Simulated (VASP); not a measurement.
A run of VASP 6.6.1 is set up as follows.

INCAR

```
  PREC = Accurate
  ENCUT = 520
  EDIFF = 1E-6
  ISMEAR = 0
  SIGMA = 0.1
  LREAL = F
  LASPH = T
  NELM = 60
  ALGO = Normal
  ISIF = 2
  LWAVE = F
  LCHARG = F
  GGA = PE
  NBANDS = 18
```

The input KPOINTS:

```
regular mesh
0
Gamma
  12 12 4
```

File POSCAR:

```
Si4P
1.0
    3.6725036951      0.0000000000      0.0000000000
   -1.8362518476      3.1804814955      0.0000000000
    0.0000000000      0.0000000000      9.8609532851
Si P
4 1
Direct
    0.3333333333      0.6666666667      0.7623448309
    0.3333333333      0.6666666667      0.2376551691
    0.3333333333      0.6666666667      0.5000000000
    0.3333333333      0.6666666667      0.0000000000
    0.6666666667      0.3333333333      0.5000000000
```

Potentials or basis: VASP PAW PBE potentials, release 64 (Si, P).

Launch:

```sh
$ cat potpaw_PBE.64/Si/POTCAR potpaw_PBE.64/P/POTCAR > POTCAR
$ mpirun -np 1 vasp_std > vasp.out
```

(1) Estimate the band gap on the k mesh.

(2) What does it give for the pressure?

## Answers

(1) zero (an odd number of electrons rules out a gap without spin polarisation).

(2) -0.1 GPa.
